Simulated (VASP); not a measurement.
A run of VASP 6.6.1:

The input POSCAR:

```
Nb
1.0
   -1.6522847899      1.6522847899      1.6522847899
    1.6522847899     -1.6522847899      1.6522847899
    1.6522847899      1.6522847899     -1.6522847899
Nb
1
Direct
    0.0000000000      0.0000000000      0.0000000000
```

INCAR.step1

```
SYSTEM = Nb
  PREC = Accurate
  ENCUT = 520
  ISMEAR = 0
  SIGMA = 0.1
  LREAL = .FALSE.
  LASPH = .TRUE.
  NELM = 100
  NBANDS = 12
  GGA = PE
  ALGO = Normal
  EDIFF = 1E-4
  LWAVE = .TRUE.
  LCHARG = .FALSE.
```

The input INCAR.step2:

```
SYSTEM = Nb
  PREC = Accurate
  ENCUT = 520
  EDIFF = 1E-6
  ISMEAR = 0
  SIGMA = 0.1
  LREAL = .FALSE.
  LASPH = .TRUE.
  NELM = 100
  ALGO = Normal
  ISIF = 2
  LWAVE = .FALSE.
  LCHARG = .FALSE.
  METAGGA = R2SCAN
  LMIXTAU = .TRUE.
  NBANDS = 12
  ISTART = 1
```

Contents of KPOINTS:

```
Automatic mesh
0
G
  18 18 18
  0 0 0
```

Potentials or basis: VASP PAW PBE potentials, release 64 (Nb_sv).

Run with:

```console
$ cat potpaw_PBE.64/Nb_sv/POTCAR > POTCAR
$ cp INCAR.step1 INCAR
$ mpirun -np 1 vasp_std > vasp.out
$ cp INCAR.step2 INCAR
$ mpirun -np 1 vasp_std > vasp.out
```

Hardware: 1 thread of Intel(R) Xeon(R) Platinum 8488C (Sapphire Rapids), with other jobs on the host.

Task: Estimate the wall time of this run.

Result: Run time: 70 s on 1 thread of Intel(R) Xeon(R) Platinum 8488C (Sapphire Rapids) (shared host), peak memory 0.17 GiB. Counts: k points 195.
